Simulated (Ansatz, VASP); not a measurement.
## SiC: VASP beside Ansatz

Contents of POSCAR:

```
SiC
1.0
    2.1781449867     -2.1781449867      0.0000000000
    2.1781449867      0.0000000000     -2.1781449867
   11.6169184722      7.2604106843      7.2604106843
Si C
6 6
Direct
    0.7361201400     -0.2638798600      0.3958000000
    0.1805701400      0.1805701400      0.2291333333
    0.2916701400      0.2916701400      0.5624666667
    0.4027701400      0.4027701400      0.8958000000
   -0.1527798600     -0.1527798600      0.7291333333
    0.6250201400      0.6250201400      0.0624666667
    0.3750076400      0.3750076400      0.4374666667
   -0.1805423600     -0.1805423600      0.2708000000
   -0.0694423600     -0.0694423600      0.6041333333
    0.0416576400      0.0416576400      0.9374666667
   -0.5138923600     -0.5138923600      0.7708000000
    0.2639076400      0.2639076400      0.1041333333
```

INCAR.step1

```
SYSTEM = SiC
PREC     = Accurate       ! precision mode
ENCUT    = 520            ! plane-wave cutoff, eV
ISMEAR   = 0              ! smearing method
SIGMA    = 0.05           ! smearing width, eV
LREAL    = .False.        ! projectors in reciprocal space
LASPH    = .True.         ! aspherical terms in the spheres
NELM     = 60             ! most SCF steps
NBANDS   = 36             ! bands
GGA      = PE             ! functional
ALGO     = Normal         ! electronic algorithm
EDIFF    = 1E-4           ! SCF threshold, eV
LWAVE    = .True.         ! write WAVECAR
LCHARG   = .False.        ! write CHGCAR
```

The input INCAR.step2:

```
SYSTEM = SiC
PREC     = Accurate       ! precision mode
ENCUT    = 520            ! plane-wave cutoff, eV
EDIFF    = 1E-7           ! SCF threshold, eV
ISMEAR   = 0              ! smearing method
SIGMA    = 0.05           ! smearing width, eV
LREAL    = .False.        ! projectors in reciprocal space
LASPH    = .True.         ! aspherical terms in the spheres
NELM     = 60             ! most SCF steps
ALGO     = Normal         ! electronic algorithm
ISIF     = 2              ! what is computed and relaxed
LWAVE    = .False.        ! write WAVECAR
LCHARG   = .False.        ! write CHGCAR
METAGGA  = R2SCAN         ! meta-GGA
LMIXTAU  = .True.       
NBANDS   = 36             ! bands
ISTART   = 1
```

KPOINTS

```
regular mesh
0
Gamma
  10 10 2
  0 0 0
```

Input for Ansatz:

```yaml
crystal:
  lattice:
    - [2.1781449867, -2.1781449867, 0.0]
    - [2.1781449867, 0.0, -2.1781449867]
    - [11.6169184722, 7.2604106843, 7.2604106843]
  atoms:
    - { symbol: Si, position: [0.73612014, -0.26387986, 0.3958] }
    - { symbol: Si, position: [0.18057014, 0.18057014, 0.2291333333] }
    - { symbol: Si, position: [0.29167014, 0.29167014, 0.5624666667] }
    - { symbol: Si, position: [0.40277014, 0.40277014, 0.8958] }
    - { symbol: Si, position: [-0.15277986, -0.15277986, 0.7291333333] }
    - { symbol: Si, position: [0.62502014, 0.62502014, 0.0624666667] }
    - { symbol: C, position: [0.37500764, 0.37500764, 0.4374666667] }
    - { symbol: C, position: [-0.18054236, -0.18054236, 0.2708] }
    - { symbol: C, position: [-0.06944236, -0.06944236, 0.6041333333] }
    - { symbol: C, position: [0.04165764, 0.04165764, 0.9374666667] }
    - { symbol: C, position: [-0.51389236, -0.51389236, 0.7708] }
    - { symbol: C, position: [0.26390764, 0.26390764, 0.1041333333] }
basis:
  ecutwfc: 500
kpoints:
  mp_grid: { grid: [10, 10, 2] }
hamiltonian:
  xc: r2scan
scf:
  occupations: { method: gaussian, width: 0.05 }
output:
  forces: true
  stress: true
  eigenvalues: true
```

Alike in both runs: task single point; functional r2SCAN; k mesh 10 × 10 × 2; occupations gaussian, width 0.05 eV; no spin polarisation.

|  | VASP | Ansatz |
| --- | --- | --- |
| version | VASP 6.6.1 | Ansatz 0.2.0 |
| potentials or method | VASP PAW PBE potentials, release 64 (Si, C), cutoff 520 eV | scalar-relativistic, plane waves, PAW |
| valence electrons in the cell | 48 | 48 |

VASP gave:

| Item | Value |
| --- | --- |
| gap on the k mesh at the Fermi level (eV) | 1.20 |
| least direct gap on the mesh (eV) | 2.28 |
| pressure (GPa) | -2.4 |
| traceless stress, the component that is largest in VASP (GPa) | 2.03 |
| rms of the force components (eV/Å) | 0.085 |

Which values does Ansatz return?

gap on the k mesh at the Fermi level (eV): 1.21; least direct gap on the mesh (eV): 2.29; pressure (GPa): -2.3; traceless stress, the component that is largest in VASP (GPa): 2.04; rms of the force components (eV/Å): 0.089.

VASP's potentials were made for PBE, not for r2SCAN. Atom by atom the forces differ by 0.006 eV/Å (rms over components).
